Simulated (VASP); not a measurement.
# Sb (R-3m) in VASP: single point with PBE

Aim: the single point of Sb with PBE.

Everything below comes from runs of VASP 6.6.1. Logs are shortened: lines on timing, memory, paths and dates and some standing lists are left out, and cuts for length are marked.

## (1) The cell of the first run

The structure is trigonal, space group R-3m (No. 166). The conventional cell has a = 4.308 Å, b = 4.308 Å, c = 11.274 Å, α = 90.00°, β = 90.00°, γ = 120.00°. Sb (site symmetry 3m) has 6 Sb at 2.91 to 3.35 Å within 3.8 Å.

## (2) Single point, PBE

INCAR

```
PREC = Accurate
ENCUT = 520
EDIFF = 1E-6
ISMEAR = 0
SIGMA = 0.05
LREAL = False
LASPH = True
NELM = 60
ALGO = Normal
ISIF = 2
LWAVE = False
LCHARG = False
GGA = PE
NBANDS = 12
```

KPOINTS

```
Automatic mesh
0
Gamma
  12 12 12
```

POSCAR

```
Sb
1.0
    2.1542000000      1.2437279499      3.7580000000
   -2.1542000000      1.2437279499      3.7580000000
    0.0000000000     -2.4874558998      3.7580000000
Sb
2
Direct
    0.2334900000      0.2334900000      0.2334900000
    0.7665100000      0.7665100000      0.7665100000
```

Potentials or basis: VASP PAW PBE potentials, release 64 (Sb).

Launch:

```console
cat potpaw_PBE.64/Sb/POTCAR > POTCAR
mpirun -np 1 vasp_std > vasp.out
```

OUTCAR:

```text
PREC = Accurate
   ENCUT = 520
   EDIFF = 1E-6
   ISMEAR = 0
   LREAL = False
   LASPH = True
   NELM = 60
   ISIF = 2
   GGA = PE

 ion  position               nearest neighbor table
   1  0.233  0.233  0.233-   2 2.91   2 2.91   2 2.91   2 3.35   2 3.35   2 3.35
   2  0.767  0.767  0.767-   1 2.91   1 2.91   1 2.91   1 3.35   1 3.35   1 3.35

  LATTYP: Found a trigonal (rhomboedric) cell.
 ALAT       =     4.5066618304
 COS(alpha) =     0.5430253624

  Lattice vectors:

 A1 = (   2.1542000000,   1.2437279499,   3.7580000000)
 A2 = (  -2.1542000000,   1.2437279499,   3.7580000000)
 A3 = (   0.0000000000,  -2.4874558998,   3.7580000000)

Analysis of symmetry for initial positions (statically):
=====================================================================
 Subroutine PRICEL returns:
 Original cell was already a primitive cell.

 Routine SETGRP: Setting up the symmetry group for a
 trigonal (rhombohedral) supercell.

 Subroutine GETGRP returns: Found 12 space group operations
 (whereof 12 operations were pure point group operations)
 out of a pool of 12 trial point group operations.

The static configuration has the point symmetry D_3d.

Analysis of symmetry for dynamics (positions and initial velocities):
=====================================================================
 Subroutine PRICEL returns:
 Original cell was already a primitive cell.

 Routine SETGRP: Setting up the symmetry group for a
 trigonal (rhombohedral) supercell.

 Subroutine GETGRP returns: Found 12 space group operations
 (whereof 12 operations were pure point group operations)
 out of a pool of 12 trial point group operations.

The dynamic configuration has the point symmetry D_3d.

 Subroutine INISYM returns: Found 12 space group operations
 (whereof 12 operations are pure point group operations),
 and found     1 'primitive' translations

----------------------------------------------------------------------------------------

                                     Primitive cell

  volume of cell :      60.4115

  direct lattice vectors                    reciprocal lattice vectors
     2.154200000  1.243727950  3.758000000     0.232104726  0.134005726  0.088699663
    -2.154200000  1.243727950  3.758000000    -0.232104726  0.134005726  0.088699663
     0.000000000 -2.487455900  3.758000000     0.000000000 -0.268011452  0.088699663

  length of vectors
[... 91 lines left out ...]
   TEBEG  =    0.0;   TEEND  =   0.0 temperature during run
   PSTRESS=    0.0 pullay stress
   NELECT =      10.0000    total number of electrons
   NUPDOWN=      -1.0000    fix difference up-down
   EMIN   =  10.00;   EMAX   =-10.00  energy-range for DOS
   EFERMI =   0.00;   METHOD = LEGACY
   ISMEAR =     0;   SIGMA  =   0.05  broadening in eV -4-tet -1-fermi 0-gaus
   EFERMI_NEDOS =   21; number of points for ismear=-14 and -15
   IALGO  =     38    algorithm
   IMIX   =      4    mixing-type and parameters
     AMIX     =   0.40;   BMIX     =  1.00
     AMIX_MAG =   1.60;   BMIX_MAG =  1.00
  volume/ion in A,a.u.               =      30.21       203.84
  Fermi-wavevector in a.u.,A,eV,Ry     =   0.898880  1.698637 10.993305  0.807985
  Thomas-Fermi vector in A             =   2.021644
   LORBIT       =      0    0 simple, 1 ext, 2 COOP (PROOUT), +10 PAW based schemes
   GGA     = PE    functional components
   LHFCALC =     F    Hartree Fock is set to
   AEXX    =    0.0000 exact exchange contribution
   IVDW    =     0    specifies the selected vdW correction
   LEPSILON=     F    determine dielectric tensor
   LRPA    =     F    only Hartree local field effects (RPA)
 non-spin polarized calculation
 Gauss-broadening in eV      SIGMA  =   0.05
  energy-cutoff  :      520.00
  volume of cell :       60.41
 maximum number of plane-waves:      1641
 NGX is ok and might be reduce to    36
   NGX = 17   NGY = 17   NGZ = 17

 number of electron      10.0000000 magnetization

 Free energy of the ion-electron system (eV)
  ---------------------------------------------------
  ext. energy  EPLUGINS =         0.00000000
  ---------------------------------------------------
  free energy    TOTEN  =        -8.25014130 eV

  energy without entropy =       -8.24996467  energy(sigma->0) =       -8.25005298

 E-fermi :   7.3109     XC(G=0):  -9.5294

 val. band max:        7.1721298042   @ k =   0.4167   0.3333   0.3333
 cond. band min:       7.3337115608   @ k =   0.4167   0.0833   0.0833
 fundamental gap:      0.1615817566
 Fermi energy:         7.3108788098

 k-point     1 :       0.0000    0.0000    0.0000
  band No.  band energies     occupation
      1      -5.4398      2.00000
      2       2.4948      2.00000
      3       5.2238      2.00000
      4       5.4826      2.00000
      5       5.4826      2.00000
      6       9.3403      0.00000
      7       9.9785      0.00000
      8       9.9785      0.00000
      9      12.3724      0.00000
     10      12.3724      0.00000
     11      12.5391      0.00000
     12      13.8739      0.00000
[... 331 lines left out ...]
 k-point    24 :      -0.4167    0.1667    0.0000
  band No.  band energies     occupation
      1      -2.9222      2.00000
      2      -2.1818      2.00000
      3       3.5467      2.00000
      4       5.0210      2.00000
      5       5.5835      2.00000
      6       8.2271      0.00000
      7       8.5682      0.00000
      8      10.3739      0.00000
      9      13.8047      0.00000
     10      14.3427      0.00000
     11      14.9449      0.00000
     12      17.2505      0.00000

 [... further k-points ...]

------------------------ aborting loop because EDIFF is reached ----------------------------------------

  FORCE on cell =-STRESS in cart. coord.  units (eV):
  Direction    XX          YY          ZZ          XY          YZ          ZX
  --------------------------------------------------------------------------------------
  -------------------------------------------------------------------------------------
  Total        1.1230350      1.1230350      0.9186062     -0.0000000      0.0000000      0.0000000
  in kB       29.7840960     29.7840960     24.3624254     -0.0000000      0.0000000      0.0000000
  external PRESSURE =      27.9768725 kB  Pullay stress =       0.0000000 kB

 VOLUME and BASIS-vectors are now :
 -----------------------------------------------------------------------------
  energy-cutoff  :      520.00
  volume of cell :       60.41
      direct lattice vectors                 reciprocal lattice vectors
     2.154200000  1.243727950  3.758000000     0.232104726  0.134005726  0.088699663
    -2.154200000  1.243727950  3.758000000    -0.232104726  0.134005726  0.088699663
     0.000000000 -2.487455900  3.758000000     0.000000000 -0.268011452  0.088699663

 POSITION                                       TOTAL-FORCE (eV/Angst)
 -----------------------------------------------------------------------------------
      0.00000      0.00000      2.63237         0.000000      0.000000      0.237885
      0.00000      0.00000      8.64163         0.000000     -0.000000     -0.237885
 -----------------------------------------------------------------------------------
    total drift:                                0.000000      0.000000     -0.000000

  FREE ENERGIE OF THE ION-ELECTRON SYSTEM (eV)
  ---------------------------------------------------
  free  energy   TOTEN  =        -8.2501412951 eV

  energy  without entropy=       -8.2499646726  energy(sigma->0) =       -8.25005298
```

stdout:

```text
POSCAR found type information on POSCAR Sb
 POSCAR found :  1 types and       2 ions
 scaLAPACK will be used
 LDA part: xc-table for (Slater+PW92), standard interpolation
 POSCAR, INCAR and KPOINTS ok, starting setup
 FFT: planning ... GRIDC
 FFT: planning ... GRID_SOFT
 FFT: planning ... GRID
 WAVECAR not read
 entering main loop
```

It took 2.2 min on 1 thread of AMD EPYC 7R43 (Zen 3), shared host; peak memory 0.24 GiB.

What came out:

```yaml
Free_energy: -8.2501 eV
Pressure: 2.8 GPa
Largest_force: 0.238 eV/Å
Band_gap_on_the_k_mesh: zero (band 5 reaches 7.35 eV, above the bottom of band 6 at 7.07 eV)
```

Forces on the atoms (eV/Å):
```
Sb   0.000  0.000  0.238
Sb   0.000  0.000 -0.238
```

Levels at points of the mesh, in eV from the Fermi level:
```csv
k point,band 2,band 3,band 4,band 5,band 6,band 7,band 8,band 9
"(0.00, 0.00, 0.00)",-4.82,-2.09,-1.83,-1.83,2.03,2.67,2.67,5.06
"(0.50, 0.00, 0.00)",-9.66,-1.98,-1.85,-0.30,-0.24,0.17,0.49,7.55
"(0.50, 0.50, 0.00)",-8.03,-5.45,-3.77,-3.69,1.49,4.92,5.50,6.92
"(0.50, 0.50, 0.50)",-8.99,-1.35,-1.35,-0.51,0.11,0.11,1.12,6.97
```

Caveat: spin-orbit coupling is left out, which moves the levels of the heavy elements.
